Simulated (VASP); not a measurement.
Wanted: the native input for a VASP 6.6.1 run.

* Task: single point
* Functional: PBE
* Potentials or basis: VASP PAW PBE potentials, release 64 (Al, Cu)
* Cutoff: 520 eV
* k mesh: 14 × 14 × 14
* Occupations: gaussian, width 0.15 eV
* Spin: no spin polarisation
* Dipole correction: no
* Further INCAR settings: ALGO = Fast; EDIFF = 1e-07; NBANDS = 16

The structure of Al2Cu lies in POSCAR:

```
Al2Cu
1.0
   -2.0923419035      2.0923419035      2.7563729399
    2.0923419035     -2.0923419035      2.7563729399
    2.0923419035      2.0923419035     -2.7563729399
Al Cu
2 1
Direct
    0.7500000000      0.2500000000      0.5000000000
    0.2500000000      0.7500000000      0.5000000000
    0.5000000000      0.5000000000      0.0000000000
```

This cell differs from its parent crystal: strain +e along x and -e along y +0.0000, strain +e along z and -e/2 along x and y -0.0467.

One way to write it, as run:

INCAR

```
  PREC = Accurate
  ENCUT = 520
  EDIFF = 1E-7
  ISMEAR = 0
  SIGMA = 0.15
  LREAL = F
  LASPH = T
  NELM = 100
  ALGO = Fast
  ISIF = 2
  LWAVE = F
  LCHARG = F
  GGA = PE
  NBANDS = 16
```

KPOINTS

```
regular mesh
0
Gamma
  14 14 14
```

Potentials or basis: VASP PAW PBE potentials, release 64 (Al, Cu).

Command:

```sh
$ cat potpaw_PBE.64/Al/POTCAR potpaw_PBE.64/Cu/POTCAR > POTCAR
$ mpirun -np 1 vasp_std > vasp.out
```

It gave:

| Property | Result |
| --- | --- |
| Pressure | 0.8 GPa |
| Band gap on the k mesh | zero (an odd number of electrons rules out a gap without spin polarisation) |

Caveat: the cell differs from its parent crystal (strain +e along x and -e along y +0.0000, strain +e along z and -e/2 along x and y -0.0467).

It took 2.2 min on 1 thread of Intel(R) Xeon(R) 6975P-C (Granite Rapids), with other jobs on the host, peak memory 0.29 GiB.
